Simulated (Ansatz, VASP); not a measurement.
Two plane-wave programs on TiO2

```xyz
6
Lattice="-1.8921 1.8921 4.7573 1.8921 -1.8921 4.7573 1.8921 1.8921 -4.7573" Properties=species:S:1:pos:R:3 pbc="T T T"
Ti    0.0000    0.0000    0.0000
Ti    0.0000    1.8921    2.3786
O     0.0000    0.0000    1.9800
O     0.0000    1.8921    4.3586
O     0.0000    1.8921    0.3987
O     0.0000    0.0000    7.5346
```

Alike in both runs: task single point; functional PBE; k mesh 6 × 6 × 6; occupations gaussian, width 0.1 eV; collinear spin.

```csv
,VASP,Ansatz
version,VASP 6.6.1,Ansatz 0.2.0
potentials or method,"VASP PAW PBE potentials, release 64 (Ti_sv, O), cutoff 520 eV","scalar-relativistic, plane waves, PAW"
valence electrons in the cell,48,48
```

```csv
,VASP,Ansatz,Ansatz less VASP
gap on the k mesh at the Fermi level (eV),2.14,2.17,+0.024
least direct gap on the mesh (eV),2.45,2.47,+0.021
pressure (GPa),5.9,5.2,-0.71
"traceless stress, the component that is largest in VASP (GPa)",0.92,0.86,-0.058
rms of the force components (eV/Å),0.058,0.048,-0.0106
net moment per atom (μB),0.00,0.00,0.000
```

Atom by atom the forces differ by 0.011 eV/Å (rms over components). Ansatz's warnings: seeded moment not kept.
